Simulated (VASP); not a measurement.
# Ge (P6_3/mmc) in VASP: notebook, part 2 of 2

VASP 6.6.1. The steps go on from the part before.

### 3 Relaxation of cell and atoms, LDA

Contents of INCAR:

```
SYSTEM = Ge
  PREC = Accurate
  ENCUT = 600
  EDIFF = 1E-6
  ISMEAR = -1
  SIGMA = 0.02
  LREAL = .FALSE.
  LASPH = .TRUE.
  NELM = 100
  ALGO = Normal
  ISIF = 3
  LWAVE = .FALSE.
  LCHARG = .FALSE.
  IBRION = 2
  NSW = 80
  EDIFFG = -0.005
```

Contents of KPOINTS:

```
regular mesh
0
G
  6 6 2
  0 0 0
```

Contents of POSCAR:

```
Ge
1.0
    4.0650646557      0.0000000000      0.0000000000
   -2.0325323278      3.5204492599      0.0000000000
    0.0000000000      0.0000000000     13.3425007280
Ge
8
Direct
    0.0000000000      0.0000000000      0.0006019171
    0.3333333333      0.6666666667      0.2496098152
    0.0000000000      0.0000000000      0.5006019171
    0.6666666667      0.3333333333      0.7496098152
    0.0000000000      0.0000000000      0.1868980829
    0.3333333333      0.6666666667      0.4378901848
    0.0000000000      0.0000000000      0.6868980829
    0.6666666667      0.3333333333      0.9378901848
```

Potentials or basis: VASP PAW LDA potentials, release 64 (Ge_d).

The run is started by

```bash
> cat potpaw_LDA.64/Ge_d/POTCAR > POTCAR
> mpirun -np 1 vasp_std > vasp.out
```

OUTCAR:

```text
SYSTEM = Ge
   PREC = Accurate
   ENCUT = 600
   EDIFF = 1E-6
   ISMEAR = -1
   LREAL = .FALSE.
   LASPH = .TRUE.
   NELM = 100
   ISIF = 3
   IBRION = 2
   NSW = 80
   EDIFFG = -0.005

 ion  position               nearest neighbor table
   1  0.000  0.000  0.001-   5 2.49   8 2.49   8 2.49   8 2.49
   2  0.333  0.667  0.250-   5 2.49   5 2.49   5 2.49   6 2.51
   3  0.000  0.000  0.501-   7 2.49   6 2.49   6 2.49   6 2.49
   4  0.667  0.333  0.750-   7 2.49   7 2.49   7 2.49   8 2.51
   5  0.000  0.000  0.187-   1 2.49   2 2.49   2 2.49   2 2.49
   6  0.333  0.667  0.438-   3 2.49   3 2.49   3 2.49   2 2.51
   7  0.000  0.000  0.687-   3 2.49   4 2.49   4 2.49   4 2.49
   8  0.667  0.333  0.938-   1 2.49   1 2.49   1 2.49   4 2.51

  LATTYP: Found a hexagonal cell.
 ALAT       =     4.0650646557
 C/A-ratio  =     3.2822357965

  Lattice vectors:

 A1 = (   4.0650646557,   0.0000000000,   0.0000000000)
 A2 = (  -2.0325323278,   3.5204492599,   0.0000000000)
 A3 = (   0.0000000000,   0.0000000000,  13.3425007280)

Analysis of symmetry for initial positions (statically):
=====================================================================
 Subroutine PRICEL returns:
 Original cell was already a primitive cell.

 Routine SETGRP: Setting up the symmetry group for a
 hexagonal supercell.

 Subroutine GETGRP returns: Found 24 space group operations
 (whereof  6 operations were pure point group operations)
 out of a pool of 24 trial point group operations.

The static configuration has the point symmetry C_3v.
 The point group associated with its full space group is D_6h.

Analysis of symmetry for dynamics (positions and initial velocities):
=====================================================================
 Subroutine PRICEL returns:
 Original cell was already a primitive cell.

 Routine SETGRP: Setting up the symmetry group for a
 hexagonal supercell.

 Subroutine GETGRP returns: Found 24 space group operations
 (whereof  6 operations were pure point group operations)
 out of a pool of 24 trial point group operations.

The dynamic configuration has the point symmetry C_3v.
 The point group associated with its full space group is D_6h.

 Subroutine INISYM returns: Found 24 space group operations
 (whereof  6 operations are pure point group operations),
 and found     1 'primitive' translations

----------------------------------------------------------------------------------------

                                     Primitive cell

  volume of cell :     190.9426

  direct lattice vectors                    reciprocal lattice vectors
     4.065064656  0.000000000  0.000000000     0.245998547  0.142027328  0.000000000
    -2.032532328  3.520449260  0.000000000     0.000000000  0.284054655  0.000000000
     0.000000000  0.000000000 13.342500728     0.000000000  0.000000000  0.074948469

  length of vectors
     4.065064656  4.065064656 13.342500728     0.284054655  0.284054655  0.074948469

  position of ions in fractional coordinates (direct lattice)
     0.000000000  0.000000000  0.000601917
     0.333333333  0.666666667  0.249609815
     0.000000000  0.000000000  0.500601917
     0.666666667  0.333333333  0.749609815
     0.000000000  0.000000000  0.186898083
     0.333333333  0.666666667  0.437890185
     0.000000000  0.000000000  0.686898083
     0.666666667  0.333333333  0.937890185

  ion indices of the primitive-cell ions
   primitive index   ion index
                 1           1
                 2           2
                 3           3
                 4           4
                 5           5
                 6           6
                 7           7
[... 33 lines left out ...]
  0.500000 -0.000000  0.000000      3.000000
  0.166667  0.166667  0.000000      6.000000
  0.333333  0.166667  0.000000     12.000000
  0.333333  0.333333  0.000000      2.000000
  0.000000  0.000000  0.500000      1.000000
  0.166667  0.000000  0.500000      6.000000
  0.333333  0.000000  0.500000      6.000000
  0.500000 -0.000000  0.500000      3.000000
  0.166667  0.166667  0.500000      6.000000
  0.333333  0.166667  0.500000     12.000000
  0.333333  0.333333  0.500000      2.000000
   k-points           NKPTS =     14   k-points in BZ     NKDIM =     14   number of bands    NBANDS=     67
   number of dos      NEDOS =    301   number of ions     NIONS =      8
   total plane-waves  NPLWV = 110592
   dimension x,y,z NGX =    32 NGY =   32 NGZ =  108
   dimension x,y,z NGXF=    64 NGYF=   64 NGZF=  216
   ions per type =               8
   NGX,Y,Z   is equivalent  to a cutoff of  13.09, 13.09, 13.46 a.u.
   NGXF,Y,Z  is equivalent  to a cutoff of  26.17, 26.17, 26.91 a.u.
 SYSTEM =  Ge
   PREC   = accura    normal or accurate (medium, high low for compatibility)
   ISTART =      0    job   : 0-new  1-cont  2-samecut
   ICHARG =      2    charge: 1-file 2-atom 10-const
   ISPIN  =      1    spin polarized calculation?
   LNONCOLLINEAR =      F non collinear calculations
   LSORBIT =      F    spin-orbit coupling
   LASPH  =      T    aspherical Exc in radial PAW
   ENCUT  =  600.0 eV  44.10 Ry    6.64 a.u.   8.12  8.12 26.65*2*pi/ulx,y,z
   NELM   =    100;   NELMIN=  2; NELMDL= -5     # of ELM steps
   EDIFF  = 0.1E-05   stopping-criterion for ELM
   LREAL  =      F    real-space projection
   EDIFFG = -.5E-02   stopping-criterion for IOM
   NSW    =     80    number of steps for IOM
   IBRION =      2    ionic relax: 0-MD 1-quasi-New 2-CG
   NFREE  =      1    steps in history (QN), initial steepest desc. (CG)
   ISIF   =      3    stress and relaxation
   ISYM   =      2    0-nonsym 1-usesym 2-fastsym
   POTIM  = 0.5000    time-step for ionic-motion
   TEBEG  =    0.0;   TEEND  =   0.0 temperature during run
   PSTRESS=    0.0 pullay stress
   NELECT =     112.0000    total number of electrons
   NUPDOWN=      -1.0000    fix difference up-down
   EMIN   =  10.00;   EMAX   =-10.00  energy-range for DOS
   EFERMI =   0.00;   METHOD = LEGACY
   ISMEAR =    -1;   SIGMA  =   0.02  broadening in eV -4-tet -1-fermi 0-gaus
   EFERMI_NEDOS =   21; number of points for ismear=-14 and -15
   IALGO  =     38    algorithm
   IMIX   =      4    mixing-type and parameters
     AMIX     =   0.40;   BMIX     =  1.00
     AMIX_MAG =   1.60;   BMIX_MAG =  1.00
  volume/ion in A,a.u.               =      23.87       161.07
  Fermi-wavevector in a.u.,A,eV,Ry     =   1.370398  2.589676 25.551598  1.877989
  Thomas-Fermi vector in A             =   2.496187
   LORBIT       =      0    0 simple, 1 ext, 2 COOP (PROOUT), +10 PAW based schemes
   GGA     = CA    functional components
   LHFCALC =     F    Hartree Fock is set to
   AEXX    =    0.0000 exact exchange contribution
   IVDW    =     0    specifies the selected vdW correction
   LEPSILON=     F    determine dielectric tensor
   LRPA    =     F    only Hartree local field effects (RPA)
 conjugate gradient relaxation of ions
 non-spin polarized calculation
  energy-cutoff  :      600.00
  volume of cell :      190.94
 maximum number of plane-waves:      6394
   NGX = 17   NGY = 17   NGZ = 53

--------------------------------------- Ionic step        1  -------------------------------------------

 number of electron     112.0000011 magnetization

 Free energy of the ion-electron system (eV)
  ---------------------------------------------------
  ext. energy  EPLUGINS =         0.00000000
  ---------------------------------------------------
  free energy    TOTEN  =       -41.23754911 eV

  energy without entropy =      -41.23646483  energy(sigma->0) =      -41.23700697

 E-fermi :   4.1846     XC(G=0): -10.0385

 val. band max:        4.0288895900   @ k =   0.0000   0.0000   0.0000
 cond. band min:       4.1887189114   @ k =   0.0000   0.0000   0.0000
 fundamental gap:      0.1598293214
 Fermi energy:         4.1846139212

 k-point     1 :       0.0000    0.0000    0.0000
  band No.  band energies     occupation
      1     -20.6738      2.00000
      2     -20.6738      2.00000
      3     -20.6657      2.00000
      4     -20.6657      2.00000
      5     -20.6618      2.00000
      6     -20.6618      2.00000
[... 1088 lines left out ...]
  FREE ENERGIE OF THE ION-ELECTRON SYSTEM (eV)
  ---------------------------------------------------
  free  energy   TOTEN  =       -41.4204329760 eV

  energy  without entropy=      -41.4190193354  energy(sigma->0) =      -41.41972616

[... ionic steps 4 to 22 ...]

--------------------------------------- Ionic step       23  -------------------------------------------

 number of electron     112.0000008 magnetization

------------------------ aborting loop because EDIFF is reached ----------------------------------------
[... 79 lines left out ...]
--------------------------------------- Ionic step       25  -------------------------------------------

 number of electron     112.0000008 magnetization

 Free energy of the ion-electron system (eV)
  ---------------------------------------------------
  ext. energy  EPLUGINS =         0.00000000
  ---------------------------------------------------
  free energy    TOTEN  =       -41.42056462 eV

  energy without entropy =      -41.41911992  energy(sigma->0) =      -41.41984227

 E-fermi :   4.9716     XC(G=0): -10.3721

 val. band max:        4.9362614080   @ k =   0.0000   0.0000   0.0000
 cond. band min:       4.9778002714   @ k =   0.0000   0.0000   0.0000
 fundamental gap:      0.0415388634
 Fermi energy:         4.9716272561

 k-point     1 :       0.0000    0.0000    0.0000
  band No.  band energies     occupation
      1     -20.0937      2.00000
      2     -20.0937      2.00000
      3     -20.0844      2.00000
      4     -20.0844      2.00000
      5     -20.0795      2.00000
      6     -20.0795      2.00000
[... 1004 lines left out ...]
  FREE ENERGIE OF THE ION-ELECTRON SYSTEM (eV)
  ---------------------------------------------------
  free  energy   TOTEN  =       -41.4205646221 eV

  energy  without entropy=      -41.4191199167  energy(sigma->0) =      -41.41984227

 reached required accuracy - stopping structural energy minimisation
```

Wall time 22 min (1 thread of Intel Xeon Platinum 8488C (Sapphire Rapids), shared host); peak memory 0.34 GiB.

Results:

* Free energy: -41.4206 eV
* Relaxed volume: 22.23 Å³/atom
* Relaxed cell: a = 3.975 Å, b = 3.975 Å, c = 12.996 Å, α = 90.00°, β = 90.00°, γ = 120.00°
* Space group after relaxing (to 0.05 Å): P6_3/mmc (No. 194)
* Energy gained by relaxing: 22.9 meV/atom
* Ionic steps: 25
* Pressure after relaxing: 0.0 GPa
* Band gap on the k mesh: zero (filled and empty bands touch)

Forces in eV/Å, atoms in the order of the input:
```
Ge   0.000  0.000 -0.001
Ge   0.000  0.000 -0.003
Ge   0.000  0.000 -0.001
Ge   0.000  0.000 -0.003
Ge   0.000  0.000  0.001
Ge   0.000  0.000  0.003
Ge   0.000  0.000  0.001
Ge   0.000  0.000  0.003
```

The path:
```
step  energy change (eV)  largest force (eV/Å)  pressure (GPa)  volume (Å³)
   1              0.0000                0.0399           -4.21       190.94
   2             -0.1667                0.0306            1.71       174.12
   3             -0.1829                0.0227            0.16       177.92
   4             -0.1825                0.0221           -0.24       178.34
   5             -0.1826                0.0032           -0.20       178.30
   6             -0.1827                0.0106           -0.20       178.27
   7             -0.1828                0.0027           -0.17       178.19
   8             -0.1830                0.0049           -0.16       177.95
   9             -0.1829                0.0148            0.10       177.49
  10             -0.1830                0.0087            0.08       177.68
  11             -0.1830                0.0062            0.10       177.82
  12             -0.1830                0.0044           -0.04       177.89
  13             -0.1830                0.0065            0.05       177.87
  14             -0.1830                0.0054           -0.09       177.88
  15             -0.1830                0.0021            0.04       177.84
  16             -0.1830                0.0073           -0.03       177.85
  17             -0.1830                0.0038           -0.08       177.85
  18             -0.1830                0.0022           -0.08       177.84
  19             -0.1830                0.0024            0.10       177.82
  20             -0.1830                0.0041           -0.03       177.83
  21             -0.1830                0.0040           -0.07       177.83
  22             -0.1830                0.0040           -0.08       177.82
  23             -0.1830                0.0038           -0.03       177.82
  24             -0.1830                0.0042           -0.05       177.82
  25             -0.1830                0.0028            0.02       177.81
```

Final structure:
```xyz
8
Lattice="3.9748 0.0000 0.0000 -1.9874 3.4423 0.0000 0.0000 0.0000 12.9957" Properties=species:S:1:pos:R:3 pbc="T T T"
Ge    0.0000    0.0000    0.0049
Ge    0.0000    2.2949    3.2423
Ge    0.0000    0.0000    6.5028
Ge    1.9874    1.1474    9.7402
Ge    0.0000    0.0000    2.4318
Ge    0.0000    2.2949    5.6922
Ge    3.9748    0.0000    8.9296
Ge    1.9874    1.1474   12.1901
```
